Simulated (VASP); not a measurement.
A run of VASP 6.6.1 is set up as follows.

The input INCAR:

```
SYSTEM = CdS
PREC = Accurate ; ENCUT = 520
EDIFF = 1E-8 ; ISMEAR = -1
SIGMA = 0.05 ; LREAL = .FALSE.
LASPH = .TRUE. ; NELM = 100
ALGO = Normal ; ISIF = 2
LWAVE = .FALSE. ; LCHARG = .FALSE.
GGA = PS ; NBANDS = 16
IBRION = 8 ; NSW = 1
```

KPOINTS

```
regular mesh
0
G
  6 6 6
  0 0 0
```

File POSCAR:

```
CdS
1.0
    0.0000000000      2.7532440000      2.7532440000
    2.7532440000      0.0000000000      2.7532440000
    2.7532440000      2.7532440000      0.0000000000
Cd S
1 1
Direct
    0.0000000000      0.0000000000      0.0000000000
    0.5000000000      0.5000000000      0.5000000000
```

Potentials or basis: VASP PAW PBE potentials, release 64 (Cd, S).

Command:

```bash
$ cat potpaw_PBE.64/Cd/POTCAR potpaw_PBE.64/S/POTCAR > POTCAR
$ mpirun -np 1 vasp_std > vasp.out
```

Q: Estimate the highest phonon frequency at Γ, LO-TO splitting left out.

A: 108 cm⁻¹.

Phonon frequencies in cm⁻¹ (negative: imaginary):
```
              q point           frequencies
(0.000, 0.000, 0.000)  -1 -1 -1 108 108 108
```

Caveat: the cell wasn't relaxed at this level first, which shifts response properties.
